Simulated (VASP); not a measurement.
# Si: single point with r2SCAN

The system is Si.

```
Si
1.0
    -3.24052    3.24052    3.32361
     3.24052   -3.24052    3.32361
     3.24052    3.24052   -3.32361
Si
8
Direct
  0.20140 0.20140 0.20140
  0.50000 0.00000 0.29860
  0.29860 0.50000 0.00000
  0.00000 0.29860 0.50000
  0.79860 0.79860 0.79860
  0.50000 0.00000 0.70140
  0.70140 0.50000 0.00000
  0.00000 0.70140 0.50000
```

This cell differs from its parent crystal: strain -0.025 along x and y, +0.000 along z.

| Property | Result |
| --- | --- |
| Program | VASP 6.6.1 |
| Task | single point |
| Functional | r2SCAN |
| Potentials or basis | VASP PAW PBE potentials, release 64 (Si) |
| Cutoff | 520 eV |
| k mesh | 8 × 8 × 8 |
| Occupations | gaussian, width 0.15 eV |
| Spin | no spin polarisation |
| Dipole correction | no |
| Further INCAR settings | ALGO = Normal; EDIFF = 1e-07; NBANDS = 26 |

| Quantity | Value |
| --- | --- |
| Pressure | 5.6 GPa |
| Largest force | 0.314 eV/Å |
| Band gap on the k mesh | zero (bands 16 and 17 overlap by 0.05 eV) |

Forces on the atoms (eV/Å):
```
Si   0.207  0.012  0.235
Si  -0.207 -0.012  0.235
Si   0.207 -0.012 -0.235
Si  -0.207  0.012 -0.235
Si  -0.207 -0.012 -0.235
Si   0.207  0.012 -0.235
Si  -0.207  0.012  0.235
Si   0.207 -0.012  0.235
```

Stress tensor (GPa, compression positive):
```
7.14 0.00 0.00
0.00 7.21 0.00
0.00 0.00 2.47
```

Levels at points of the mesh, in eV from the Fermi level:
```
           k point  band 12  band 13  band 14  band 15  band 16  band 17  band 18  band 19  band 20  band 21
(0.00, 0.00, 0.00)    -4.50    -4.42    -1.81    -1.54    -0.95     1.48     2.02     2.07     3.87     4.10
(0.50, 0.00, 0.00)    -3.01    -2.40    -2.40    -1.41    -1.41     0.38     0.38     2.39     2.39     2.50
(0.00, 0.50, 0.00)    -2.91    -2.48    -2.48    -1.56    -1.56     0.61     0.61     2.32     2.32     2.42
(0.50, 0.50, 0.00)    -2.95    -2.42    -2.42    -1.61    -1.61     0.52     0.52     2.21     2.21     2.37
(0.50, 0.50, 0.50)    -2.87    -2.86    -0.44    -0.05     0.08     0.22     3.00     3.03     3.21     3.33
```

It took 32 min on 1 thread of Oxide Virtual Turin-like Processor, with other jobs on the host, peak memory 0.38 GiB.

Caveat: the cell differs from its parent crystal (strain -0.025 along x and y, +0.000 along z); the cell stands under pressure; semilocal functionals underestimate gaps, and a narrow one can read as zero; the PAW data sets were made with another functional, which shifts forces and pressure a little.
